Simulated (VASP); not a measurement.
# SnO (P4/nmm) in VASP: notebook

SnO is run at these levels: LDA; tasks: single point.

Everything below comes from runs of VASP 6.6.1. Logs are shortened: lines on timing, memory, paths and dates and some standing lists are left out, and cuts for length are marked.

### 1 The cell of the first run

Symmetry: P4/nmm, No. 129, tetragonal system. The conventional cell has a = 3.537 Å, b = 3.537 Å, c = 4.645 Å, α = 90.00°, β = 90.00°, γ = 90.00°. Within 2.8 Å of Sn (site symmetry 4mm) lie 4 O at 2.11 Å. O (site symmetry -4m2) has 4 Sn at 2.11 Å and 4 O at 2.50 Å within 2.8 Å.

### 2 Single point, LDA (14.53 Å³/atom)

INCAR

```
SYSTEM = SnO
PREC = Accurate
ENCUT = 520
EDIFF = 1E-7
ISMEAR = 0
SIGMA = 0.15
LREAL = .FALSE.
LASPH = .TRUE.
NELM = 80
ALGO = Normal
ISIF = 2
LWAVE = .FALSE.
LCHARG = .FALSE.
NBANDS = 28
```

KPOINTS

```
Automatic mesh
0
G
  12 12 10
  0 0 0
```

POSCAR

```
SnO
1.0
    3.5374952040      0.0000000000      0.0000000000
    0.0000000000      3.5374952040      0.0000000000
    0.0000000000      0.0000000000      4.6450849523
Sn O
2 2
Direct
    0.0000000000      0.5000000000      0.2457459271
    0.5000000000      0.0000000000      0.7542540729
    0.0000000000      0.0000000000      0.0000000000
    0.5000000000      0.5000000000      0.0000000000
```

Potentials or basis: VASP PAW LDA potentials, release 64 (Sn_d, O).

Launch:

```bash
$ cat potpaw_LDA.64/Sn_d/POTCAR potpaw_LDA.64/O/POTCAR > POTCAR
$ mpirun -np 1 vasp_std > vasp.out
```

OUTCAR:

```text
SYSTEM = SnO
   PREC = Accurate
   ENCUT = 520
   EDIFF = 1E-7
   ISMEAR = 0
   LREAL = .FALSE.
   LASPH = .TRUE.
   NELM = 80
   ISIF = 2

 ion  position               nearest neighbor table
   1  0.000  0.500  0.246-   3 2.11   4 2.11   3 2.11   4 2.11   2 3.39   2 3.39   2 3.39   2 3.39
                             2 3.44   2 3.44   2 3.44   2 3.44
   2  0.500  0.000  0.754-   3 2.11   4 2.11   4 2.11   3 2.11   1 3.39   1 3.39   1 3.39   1 3.39
                             1 3.44   1 3.44   1 3.44   1 3.44
   3  0.000  0.000  0.000-   1 2.11   2 2.11   1 2.11   2 2.11
   4  0.500  0.500  0.000-   1 2.11   2 2.11   2 2.11   1 2.11

  LATTYP: Found a simple tetragonal cell.
 ALAT       =     3.5374952040
 C/A-ratio  =     1.3131000000

  Lattice vectors:

 A1 = (   3.5374952040,   0.0000000000,   0.0000000000)
 A2 = (   0.0000000000,   3.5374952040,   0.0000000000)
 A3 = (   0.0000000000,   0.0000000000,   4.6450849523)

Analysis of symmetry for initial positions (statically):
=====================================================================
 Subroutine PRICEL returns:
 Original cell was already a primitive cell.

 Routine SETGRP: Setting up the symmetry group for a
 simple tetragonal supercell.

 Subroutine GETGRP returns: Found 16 space group operations
 (whereof  8 operations were pure point group operations)
 out of a pool of 16 trial point group operations.

The static configuration has the point symmetry D_2d.
 The point group associated with its full space group is D_4h.

Analysis of symmetry for dynamics (positions and initial velocities):
=====================================================================
 Subroutine PRICEL returns:
 Original cell was already a primitive cell.

 Routine SETGRP: Setting up the symmetry group for a
 simple tetragonal supercell.

 Subroutine GETGRP returns: Found 16 space group operations
 (whereof  8 operations were pure point group operations)
 out of a pool of 16 trial point group operations.

The dynamic configuration has the point symmetry D_2d.
 The point group associated with its full space group is D_4h.

 Subroutine INISYM returns: Found 16 space group operations
 (whereof  8 operations are pure point group operations),
 and found     1 'primitive' translations

----------------------------------------------------------------------------------------

                                     Primitive cell

  volume of cell :      58.1280

  direct lattice vectors                    reciprocal lattice vectors
     3.537495204  0.000000000  0.000000000     0.282685896  0.000000000  0.000000000
     0.000000000  3.537495204  0.000000000     0.000000000  0.282685896  0.000000000
     0.000000000  0.000000000  4.645084952     0.000000000  0.000000000  0.215281316

  length of vectors
     3.537495204  3.537495204  4.645084952     0.282685896  0.282685896  0.215281316

  position of ions in fractional coordinates (direct lattice)
     0.000000000  0.500000000  0.245745927
     0.500000000  0.000000000  0.754254073
     0.000000000  0.000000000  0.000000000
     0.500000000  0.500000000  0.000000000

  ion indices of the primitive-cell ions
   primitive index   ion index
                 1           1
                 2           2
                 3           3
                 4           4

----------------------------------------------------------------------------------------

 KPOINTS: Automatic mesh

Automatic generation of k-mesh.
 Grid dimensions read from file:
 generate k-points for:   12   12   10

 Generating k-lattice:

  Cartesian coordinates                     Fractional coordinates (reciprocal lattice)
     0.023557158  0.000000000  0.000000000     0.083333333  0.000000000  0.000000000
     0.000000000  0.023557158  0.000000000     0.000000000  0.083333333  0.000000000
     0.000000000  0.000000000  0.021528132     0.000000000  0.000000000  0.100000000

  Length of vectors
     0.023557158  0.023557158  0.021528132

  Shift w.r.t. Gamma in fractional coordinates (k-lattice)
     0.000000000  0.000000000  0.000000000

 Subroutine IBZKPT returns following result:
 ===========================================

 Found    168 irreducible k-points:

 Following reciprocal coordinates:
            Coordinates               Weight
  0.000000  0.000000  0.000000      1.000000
  0.083333  0.000000  0.000000      4.000000
  0.166667  0.000000  0.000000      4.000000
  0.250000  0.000000  0.000000      4.000000
  0.333333  0.000000  0.000000      4.000000
  0.416667  0.000000  0.000000      4.000000
[... 16 lines left out ...]
  0.333333  0.333333  0.000000      4.000000
  0.416667  0.333333  0.000000      8.000000
 [... further k-points ...]
   k-points           NKPTS =    168   k-points in BZ     NKDIM =    168   number of bands    NBANDS=     28
   number of dos      NEDOS =    301   number of ions     NIONS =      4
   total plane-waves  NPLWV =  28224
   dimension x,y,z NGX =    28 NGY =   28 NGZ =   36
   dimension x,y,z NGXF=    56 NGYF=   56 NGZF=   72
   ions per type =               2   2
   NGX,Y,Z   is equivalent  to a cutoff of  13.16, 13.16, 12.88 a.u.
   NGXF,Y,Z  is equivalent  to a cutoff of  26.32, 26.32, 25.77 a.u.
 SYSTEM =  SnO
   PREC   = accura    normal or accurate (medium, high low for compatibility)
   ISTART =      0    job   : 0-new  1-cont  2-samecut
   ICHARG =      2    charge: 1-file 2-atom 10-const
   ISPIN  =      1    spin polarized calculation?
   LNONCOLLINEAR =      F non collinear calculations
   LSORBIT =      F    spin-orbit coupling
   LASPH  =      T    aspherical Exc in radial PAW
   ENCUT  =  520.0 eV  38.22 Ry    6.18 a.u.   6.58  6.58  8.64*2*pi/ulx,y,z
   NELM   =     80;   NELMIN=  2; NELMDL= -5     # of ELM steps
   EDIFF  = 0.1E-06   stopping-criterion for ELM
   LREAL  =      F    real-space projection
   EDIFFG = 0.1E-05   stopping-criterion for IOM
   NSW    =      0    number of steps for IOM
   IBRION =     -1    ionic relax: 0-MD 1-quasi-New 2-CG
   NFREE  =      0    steps in history (QN), initial steepest desc. (CG)
   ISIF   =      2    stress and relaxation
   ISYM   =      2    0-nonsym 1-usesym 2-fastsym
   POTIM  = 0.5000    time-step for ionic-motion
   TEBEG  =    0.0;   TEEND  =   0.0 temperature during run
   PSTRESS=    0.0 pullay stress
   NELECT =      40.0000    total number of electrons
   NUPDOWN=      -1.0000    fix difference up-down
   EMIN   =  10.00;   EMAX   =-10.00  energy-range for DOS
   EFERMI =   0.00;   METHOD = LEGACY
   ISMEAR =     0;   SIGMA  =   0.15  broadening in eV -4-tet -1-fermi 0-gaus
   EFERMI_NEDOS =   21; number of points for ismear=-14 and -15
   IALGO  =     38    algorithm
   IMIX   =      4    mixing-type and parameters
     AMIX     =   0.40;   BMIX     =  1.00
     AMIX_MAG =   1.60;   BMIX_MAG =  1.00
  volume/ion in A,a.u.               =      14.53        98.07
  Fermi-wavevector in a.u.,A,eV,Ry     =   1.445328  2.731274 28.422197  2.088973
  Thomas-Fermi vector in A             =   2.563522
   LORBIT       =      0    0 simple, 1 ext, 2 COOP (PROOUT), +10 PAW based schemes
   GGA     = CA    functional components
   LHFCALC =     F    Hartree Fock is set to
   AEXX    =    0.0000 exact exchange contribution
   IVDW    =     0    specifies the selected vdW correction
   LEPSILON=     F    determine dielectric tensor
   LRPA    =     F    only Hartree local field effects (RPA)
 non-spin polarized calculation
 Gauss-broadening in eV      SIGMA  =   0.15
  energy-cutoff  :      520.00
  volume of cell :       58.13
 maximum number of plane-waves:      1590
 NGX is ok and might be reduce to    28
   NGX = 13   NGY = 13   NGZ = 17

 number of electron      40.0000030 magnetization

 Free energy of the ion-electron system (eV)
  ---------------------------------------------------
  ext. energy  EPLUGINS =         0.00000000
  ---------------------------------------------------
  free energy    TOTEN  =       -25.20474912 eV

  energy without entropy =      -25.20097670  energy(sigma->0) =      -25.20286291

 E-fermi :   9.8561     XC(G=0): -11.6418

 val. band max:        9.8404156150   @ k =   0.1667   0.0000   0.1000
 cond. band min:       9.9167302212   @ k =   0.1667   0.0833   0.0000
 fundamental gap:      0.0763146062
 Fermi energy:         9.8561359959

 k-point     1 :       0.0000    0.0000    0.0000
  band No.  band energies     occupation
      1     -13.1573      2.00000
      2     -12.5297      2.00000
      3     -12.3693      2.00000
      4     -12.3680      2.00000
      5     -12.3680      2.00000
      6     -12.2616      2.00000
[... 20 lines left out ...]
     27      16.5152      0.00000
     28      16.5906      0.00000

 k-point     2 :       0.0833    0.0000    0.0000
  band No.  band energies     occupation
      1     -13.1557      2.00000
      2     -12.6112      2.00000
      3     -12.3666      2.00000
      4     -12.3641      2.00000
      5     -12.3624      2.00000
      6     -12.2553      2.00000
[... 20 lines left out ...]
     27      16.6035      0.00000
     28      17.5543      0.00000

 k-point     3 :       0.1667    0.0000    0.0000
  band No.  band energies     occupation
      1     -13.1517      2.00000
      2     -12.7501      2.00000
      3     -12.3615      2.00000
      4     -12.3526      2.00000
      5     -12.3421      2.00000
      6     -12.2372      2.00000
[... 20 lines left out ...]
     27      16.7866      0.00000
     28      19.2333      0.00000

 k-point     4 :       0.2500    0.0000    0.0000
  band No.  band energies     occupation
      1     -13.1466      2.00000
      2     -12.8761      2.00000
      3     -12.3517      2.00000
      4     -12.3349      2.00000
      5     -12.3188      2.00000
      6     -12.2365      2.00000
[... 578 lines left out ...]
     27      17.9726      0.00000
     28      17.9726      0.00000

 k-point    23 :       0.3333    0.3333    0.0000
  band No.  band energies     occupation
      1     -13.1899      2.00000
      2     -13.1353      2.00000
      3     -12.2891      2.00000
      4     -12.2794      2.00000
      5     -12.2764      2.00000
      6     -12.2472      2.00000
[... 20 lines left out ...]
     27      17.3806      0.00000
     28      18.5287      0.00000

 k-point    24 :       0.4167    0.3333    0.0000
  band No.  band energies     occupation
      1     -13.2002      2.00000
      2     -13.1747      2.00000
      3     -12.2859      2.00000
      4     -12.2855      2.00000
      5     -12.2597      2.00000
      6     -12.2353      2.00000
[... 20 lines left out ...]
     27      17.9290      0.00000
     28      18.0474      0.00000

 [... further k-points ...]

------------------------ aborting loop because EDIFF is reached ----------------------------------------

  FORCE on cell =-STRESS in cart. coord.  units (eV):
  Direction    XX          YY          ZZ          XY          YZ          ZX
  --------------------------------------------------------------------------------------
  -------------------------------------------------------------------------------------
  Total        8.4745582      8.4745582      4.9421008      0.0000000     -0.0000000      0.0000000
  in kB      233.5835569    233.5835569    136.2187219      0.0000000     -0.0000000      0.0000000
  external PRESSURE =     201.1286119 kB  Pullay stress =       0.0000000 kB

 VOLUME and BASIS-vectors are now :
 -----------------------------------------------------------------------------
  energy-cutoff  :      520.00
  volume of cell :       58.13
      direct lattice vectors                 reciprocal lattice vectors
     3.537495204  0.000000000  0.000000000     0.282685896  0.000000000  0.000000000
     0.000000000  3.537495204  0.000000000     0.000000000  0.282685896  0.000000000
     0.000000000  0.000000000  4.645084952     0.000000000  0.000000000  0.215281316

 POSITION                                       TOTAL-FORCE (eV/Angst)
 -----------------------------------------------------------------------------------
      0.00000      1.76875      1.14151         0.000000      0.000000      2.170833
      1.76875      0.00000      3.50357        -0.000000      0.000000     -2.170833
      0.00000      0.00000      0.00000         0.000000     -0.000000     -0.000000
      1.76875      1.76875      0.00000         0.000000      0.000000     -0.000000
 -----------------------------------------------------------------------------------
    total drift:                                0.000000      0.000000     -0.000000

  FREE ENERGIE OF THE ION-ELECTRON SYSTEM (eV)
  ---------------------------------------------------
  free  energy   TOTEN  =       -25.2047491174 eV

  energy  without entropy=      -25.2009767012  energy(sigma->0) =      -25.20286291
```

Wall time 2.4 min (1 thread of Intel Xeon Platinum 8488C (Sapphire Rapids), shared host); peak memory 0.32 GiB.

Results:

```yaml
Free_energy: -25.2047 eV
Pressure: 20.1 GPa
Largest_force: 2.171 eV/Å
Band_gap_on_the_k_mesh: zero (bands 20 and 21 overlap by 1.09 eV)
```

Forces on the atoms (eV/Å):
```
Sn   0.000  0.000  2.171
Sn   0.000  0.000 -2.171
O    0.000  0.000  0.000
O    0.000  0.000  0.000
```

Caveat: the cell stands under pressure; spin-orbit coupling is left out, which moves the levels of the heavy elements; forces of over 1 eV/Å act on the atoms, so gaps and moduli don't describe the material at rest.

[end of part 1 of 2]
